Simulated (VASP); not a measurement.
A run of VASP 6.6.1 is set up as follows.

The input INCAR:

```
SYSTEM = TaN
PREC = Accurate ; ENCUT = 520
EDIFF = 1E-6 ; ISMEAR = -1
SIGMA = 0.1 ; LREAL = .FALSE.
LASPH = .TRUE. ; NELM = 60
ALGO = Normal ; ISIF = 2
LWAVE = .FALSE. ; LCHARG = .FALSE.
GGA = PS ; NBANDS = 33
```

The input KPOINTS:

```
Automatic mesh
0
G
  8 8 12
  0 0 0
```

File POSCAR:

```
TaN
1.0
    5.1910000000      0.0000000000      0.0000000000
   -2.5955000000      4.4955380000      0.0000000000
    0.0000000000      0.0000000000      3.0049333333
Ta N
3 3
Direct
    0.0000000000      0.0000000000      0.0000000000
    0.3333333333      0.6666666667      0.5000000000
    0.6666666667      0.3333333333      0.5000000000
    0.5000000000      0.0000000000      0.0000000000
    0.5000000000      0.5000000000      0.0000000000
    0.0000000000      0.5000000000      0.0000000000
```

Potentials or basis: VASP PAW PBE potentials, release 64 (Ta_pv, N).

Run with:

```console
$ cat potpaw_PBE.64/Ta_pv/POTCAR potpaw_PBE.64/N/POTCAR > POTCAR
$ mpirun -np 1 vasp_std > vasp.out
```

**Question.** What does it give for the band gap on the k mesh?

**Answer.** Zero (band 24 reaches 8.52 eV, above the bottom of band 25 at 6.56 eV).

**Question.** Predict the pressure.

**Answer.** -10.5 GPa.

Stress tensor (GPa, compression positive):
```
 -4.81   0.00   0.00
  0.00  -4.81   0.00
  0.00   0.00 -21.93
```

Caveat: the PAW data sets were made with another functional, which shifts forces and pressure a little; spin-orbit coupling is left out, which moves the levels of the heavy elements.
